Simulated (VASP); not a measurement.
# In3As (Pm-3m) in VASP: single point with r2SCAN

Aim: the single point of In3As with r2SCAN.

Program: VASP 6.6.1. These are calculated values, not measurements. Logs are shortened: lines on timing, memory, paths and dates and some standing lists are left out, and cuts for length are marked.

**1. The cell of the first run**

Symmetry: Pm-3m, No. 221, cubic system. Conventional cell: a = 4.629 Å, b = 4.629 Å, c = 4.629 Å, α = 90.00°, β = 90.00°, γ = 90.00°. Within 4.3 Å of In (site symmetry 4/mmm) lie 8 In at 3.27 Å and 4 As at 3.27 Å. As (site symmetry m-3m) has 12 In at 3.27 Å within 4.3 Å.

**2. Single point, r2SCAN**

Input file POSCAR:

```
In3As
1.0
    4.6285630086      0.0000000000      0.0000000000
    0.0000000000      4.6285630086      0.0000000000
    0.0000000000      0.0000000000      4.6285630086
In As
3 1
Direct
    0.0000000000      0.5000000000      0.5000000000
    0.5000000000      0.0000000000      0.5000000000
    0.5000000000      0.5000000000      0.0000000000
    0.0000000000      0.0000000000      0.0000000000
```

Input file INCAR.step1:

```
  ALGO = Normal
  EDIFF = 1E-4
  ENCUT = 520
  GGA = PE
  ISMEAR = 0
  LASPH = T
  LCHARG = F
  LREAL = F
  LWAVE = T
  NBANDS = 30
  NELM = 100
  PREC = Accurate
  SIGMA = 0.1
```

Input file INCAR.step2:

```
  ALGO = Normal
  EDIFF = 1E-7
  ENCUT = 520
  ISIF = 2
  ISMEAR = 0
  ISTART = 1
  LASPH = T
  LCHARG = T
  LELF = T
  LMIXTAU = T
  LREAL = F
  LVHAR = T
  LWAVE = F
  METAGGA = R2SCAN
  NBANDS = 30
  NELM = 100
  PREC = Accurate
  SIGMA = 0.1
```

Input file KPOINTS:

```
k-points
0
Gamma
  10 10 10
```

Potentials or basis: VASP PAW PBE potentials, release 64 (In_d, As).

Command:

```bash
$ cat potpaw_PBE.64/In_d/POTCAR potpaw_PBE.64/As/POTCAR > POTCAR
$ cp INCAR.step1 INCAR
$ mpirun -np 1 vasp_std > vasp.out
$ cp INCAR.step2 INCAR
$ mpirun -np 1 vasp_std > vasp.out
```

OUTCAR:

```text
EDIFF = 1E-7
   ENCUT = 520
   ISIF = 2
   ISMEAR = 0
   ISTART = 1
   LASPH = T
   LREAL = F
   METAGGA = R2SCAN
   NELM = 100
   PREC = Accurate

 ion  position               nearest neighbor table
   1  0.000  0.500  0.500-   2 3.27   3 3.27   4 3.27   3 3.27   4 3.27   2 3.27   4 3.27   4 3.27
                             2 3.27   3 3.27   3 3.27   2 3.27
   2  0.500  0.000  0.500-   1 3.27   3 3.27   4 3.27   3 3.27   4 3.27   1 3.27   3 3.27   3 3.27
                             1 3.27   4 3.27   4 3.27   1 3.27
   3  0.500  0.500  0.000-   1 3.27   2 3.27   4 3.27   1 3.27   2 3.27   2 3.27   4 3.27   2 3.27
                             1 3.27   4 3.27   1 3.27   4 3.27
   4  0.000  0.000  0.000-   1 3.27   2 3.27   3 3.27   1 3.27   2 3.27   1 3.27   3 3.27   1 3.27
                             2 3.27   3 3.27   2 3.27   3 3.27

  LATTYP: Found a simple cubic cell.
 ALAT       =     4.6285630086

  Lattice vectors:

 A1 = (   4.6285630086,   0.0000000000,   0.0000000000)
 A2 = (   0.0000000000,   4.6285630086,   0.0000000000)
 A3 = (   0.0000000000,   0.0000000000,   4.6285630086)

Analysis of symmetry for initial positions (statically):
=====================================================================
 Subroutine PRICEL returns:
 Original cell was already a primitive cell.

 Routine SETGRP: Setting up the symmetry group for a
 simple cubic supercell.

 Subroutine GETGRP returns: Found 48 space group operations
 (whereof 48 operations were pure point group operations)
 out of a pool of 48 trial point group operations.

The static configuration has the point symmetry O_h .

Analysis of symmetry for dynamics (positions and initial velocities):
=====================================================================
 Subroutine PRICEL returns:
 Original cell was already a primitive cell.

 Routine SETGRP: Setting up the symmetry group for a
 simple cubic supercell.

 Subroutine GETGRP returns: Found 48 space group operations
 (whereof 48 operations were pure point group operations)
 out of a pool of 48 trial point group operations.

The dynamic configuration has the point symmetry O_h .

 Subroutine INISYM returns: Found 48 space group operations
 (whereof 48 operations are pure point group operations),
 and found     1 'primitive' translations

----------------------------------------------------------------------------------------

                                     Primitive cell

  volume of cell :      99.1605

  direct lattice vectors                    reciprocal lattice vectors
[... 93 lines left out ...]
   EDIFFG = 0.1E-05   stopping-criterion for IOM
   NSW    =      0    number of steps for IOM
   IBRION =     -1    ionic relax: 0-MD 1-quasi-New 2-CG
   NFREE  =      0    steps in history (QN), initial steepest desc. (CG)
   ISIF   =      2    stress and relaxation
   ISYM   =      2    0-nonsym 1-usesym 2-fastsym
   POTIM  = 0.5000    time-step for ionic-motion
   TEBEG  =    0.0;   TEEND  =   0.0 temperature during run
   PSTRESS=    0.0 pullay stress
   NELECT =      44.0000    total number of electrons
   NUPDOWN=      -1.0000    fix difference up-down
   EMIN   =  10.00;   EMAX   =-10.00  energy-range for DOS
   EFERMI =   0.00;   METHOD = LEGACY
   ISMEAR =     0;   SIGMA  =   0.10  broadening in eV -4-tet -1-fermi 0-gaus
   EFERMI_NEDOS =   21; number of points for ismear=-14 and -15
   IALGO  =     38    algorithm
   IMIX   =      4    mixing-type and parameters
     AMIX     =   0.40;   BMIX     =  1.00
     AMIX_MAG =   1.60;   BMIX_MAG =  1.00
  volume/ion in A,a.u.               =      24.79       167.29
  Fermi-wavevector in a.u.,A,eV,Ry     =   1.248666  2.359636 21.213744  1.559166
  Thomas-Fermi vector in A             =   2.382742
   LORBIT       =      0    0 simple, 1 ext, 2 COOP (PROOUT), +10 PAW based schemes
   METAGGA = R2SCAN    functional components
   LHFCALC =     F    Hartree Fock is set to
   AEXX    =    0.0000 exact exchange contribution
   IVDW    =     0    specifies the selected vdW correction
   LEPSILON=     F    determine dielectric tensor
   LRPA    =     F    only Hartree local field effects (RPA)
 non-spin polarized calculation
 Gauss-broadening in eV      SIGMA  =   0.10
  energy-cutoff  :      520.00
  volume of cell :       99.16
 maximum number of plane-waves:      2721
 NGX is ok and might be reduce to    36
   NGX = 17   NGY = 17   NGZ = 17

 number of electron      43.9999953 magnetization

 Free energy of the ion-electron system (eV)
  ---------------------------------------------------
  ext. energy  EPLUGINS =         0.00000000
  ---------------------------------------------------
  free energy    TOTEN  =       -82.01795293 eV

  energy without entropy =      -82.00475449  energy(sigma->0) =      -82.01135371

 E-fermi :   6.8957     XC(G=0): -10.9891

 val. band max:        6.8937154670   @ k =   0.2000   0.0000   0.0000
 cond. band min:       6.9110192235   @ k =   0.5000   0.2000   0.2000
 fundamental gap:      0.0173037566
 Fermi energy:         6.8957077717

 k-point     1 :       0.0000    0.0000    0.0000
  band No.  band energies     occupation
      1      -8.4801      2.00000
      2      -8.4654      2.00000
      3      -8.4654      2.00000
      4      -8.4654      2.00000
      5      -8.2793      2.00000
      6      -8.2793      2.00000
[... 781 lines left out ...]
     29      12.8443      0.00000
     30      15.0478      0.00000

 [... further k-points ...]

------------------------ aborting loop because EDIFF is reached ----------------------------------------

  FORCE on cell =-STRESS in cart. coord.  units (eV):
  Direction    XX          YY          ZZ          XY          YZ          ZX
  --------------------------------------------------------------------------------------
  -------------------------------------------------------------------------------------
  Total        0.0157875      0.0157875      0.0157875      0.0000000      0.0000000     -0.0000000
  in kB        0.2550858      0.2550858      0.2550858      0.0000000      0.0000000     -0.0000000
  external PRESSURE =       0.2550858 kB  Pullay stress =       0.0000000 kB

 VOLUME and BASIS-vectors are now :
 -----------------------------------------------------------------------------
  energy-cutoff  :      520.00
  volume of cell :       99.16
      direct lattice vectors                 reciprocal lattice vectors
     4.628563009  0.000000000  0.000000000     0.216049776  0.000000000  0.000000000
     0.000000000  4.628563009  0.000000000     0.000000000  0.216049776  0.000000000
     0.000000000  0.000000000  4.628563009     0.000000000  0.000000000  0.216049776

 POSITION                                       TOTAL-FORCE (eV/Angst)
 -----------------------------------------------------------------------------------
      0.00000      2.31428      2.31428         0.000000      0.000000      0.000000
      2.31428      0.00000      2.31428         0.000000      0.000000      0.000000
      2.31428      2.31428      0.00000         0.000000      0.000000      0.000000
      0.00000      0.00000      0.00000         0.000000      0.000000      0.000000
 -----------------------------------------------------------------------------------
    total drift:                                0.000000      0.000000      0.000000

  FREE ENERGIE OF THE ION-ELECTRON SYSTEM (eV)
  ---------------------------------------------------
  free  energy   TOTEN  =       -82.0179529276 eV

  energy  without entropy=      -82.0047544941  energy(sigma->0) =      -82.01135371
```

OUTCAR.step1:

```text
EDIFF = 1E-4
   ENCUT = 520
   GGA = PE
   ISMEAR = 0
[... 1025 lines left out ...]
      0.00000      2.31428      2.31428         0.000000      0.000000      0.000000
      2.31428      0.00000      2.31428         0.000000      0.000000      0.000000
      2.31428      2.31428      0.00000         0.000000      0.000000      0.000000
      0.00000      0.00000      0.00000         0.000000      0.000000      0.000000
 -----------------------------------------------------------------------------------
    total drift:                                0.000000      0.000000      0.000000

  FREE ENERGIE OF THE ION-ELECTRON SYSTEM (eV)
  ---------------------------------------------------
  free  energy   TOTEN  =       -12.0234117300 eV

  energy  without entropy=      -12.0094672558  energy(sigma->0) =      -12.01643949
```

Wall time 12 min (1 thread of AMD EPYC 7R13 (Zen 3), shared host); peak memory 0.28 GiB.

Results:

```
Free energy            : -82.0180 eV
Pressure               : 0.0 GPa
Band gap on the k mesh : zero (bands 22 and 23 overlap by 4.29 eV)
```

Caveat: the PAW data sets were made with another functional, which shifts forces and pressure a little; spin-orbit coupling is left out, which moves the levels of the heavy elements.
